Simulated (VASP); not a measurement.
Runs of VASP 6.6.1 on Ni. The structure is that of space group Im-3m (No. 229), or close to it. The cells are those of the table. This isn't the form of Ni at room conditions, which is fcc.

```csv
spin,cell,k mesh,gap on the mesh (eV),pressure (GPa),moment (μB)
"collinear, ferromagnetic start","a = 2.840 Å, 2 atoms",12 × 12 × 12,none,1.3,1.05
"collinear, ferromagnetic start","a = 2.762 Å, 2 atoms",12 × 12 × 12,none,(a),(c)
"collinear, ferromagnetic start","a = 2.878 Å, 2 atoms",12 × 12 × 12,none,-4.7,1.08
"collinear, antiferromagnetic start","a = 2.840 Å, 2 atoms",11 × 11 × 11,none,0.1,0.00
"collinear, ferromagnetic start","a = 2.950 Å, 2 atoms",12 × 12 × 12,none,-13.0,(b)
```

Alike in all rows: task single point; level BLYP; potentials or basis VASP PAW PBE potentials, release 64 (Ni); cutoff (eV) 520; smearing fermi-dirac 0.05 eV.

Problem. Estimate the missing entries.

Solution. (a) 18.6; (b) 1.14; (c) 0.97.

Caveats: the PAW data sets were made with another functional, which shifts forces and pressure a little; the cell stands under tension (at least some runs); the cell stands under pressure (at least some runs); the moments typed at the start vanished in this run (at least some runs).

A gap of «none» marks levels without a gap at the run's occupations.
